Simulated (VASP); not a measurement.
A run of VASP 6.6.1 is set up as follows.

Contents of INCAR:

```
SYSTEM = P
PREC = Accurate
ENCUT = 600
EDIFF = 1E-7
ISMEAR = 0
SIGMA = 0.1
LREAL = .False.
LASPH = .True.
NELM = 100
ALGO = Normal
ISIF = 3
LWAVE = .False.
LCHARG = .False.
GGA = PS
IVDW = 12
IBRION = 2
NSW = 100
EDIFFG = -0.05
```

Contents of KPOINTS:

```
regular mesh
0
Gamma
  6 6 4
  0 0 0
```

Contents of POSCAR:

```
P
1.0
    1.6550000000     -5.2500000000      0.0000000000
    1.6550000000      5.2500000000      0.0000000000
    0.0000000000      0.0000000000      4.3800000000
P
4
Direct
    0.0980000000      0.9020000000      0.9100000000
    0.5980000000      0.4020000000      0.5900000000
    0.9020000000      0.0980000000      0.0900000000
    0.4020000000      0.5980000000      0.4100000000
```

Potentials or basis: VASP PAW PBE potentials, release 64 (P).

Run with:

```console
$ cat potpaw_PBE.64/P/POTCAR > POTCAR
$ mpirun -np 1 vasp_std > vasp.out
```

**Question.** Estimate the relaxed cell.

**Answer.** a = 5.196 Å, b = 5.196 Å, c = 3.663 Å, α = 90.00°, β = 90.00°, γ = 141.36°.

**Question.** Predict the band gap on the k mesh.

**Answer.** Zero (bands 10 and 11 overlap by 0.38 eV).

Stress tensor (GPa, compression positive):
```
-0.01  0.00  0.00
 0.00  0.12  0.00
 0.00  0.00  0.08
```

Caveat: the PAW data sets were made with another functional, which shifts forces and pressure a little.
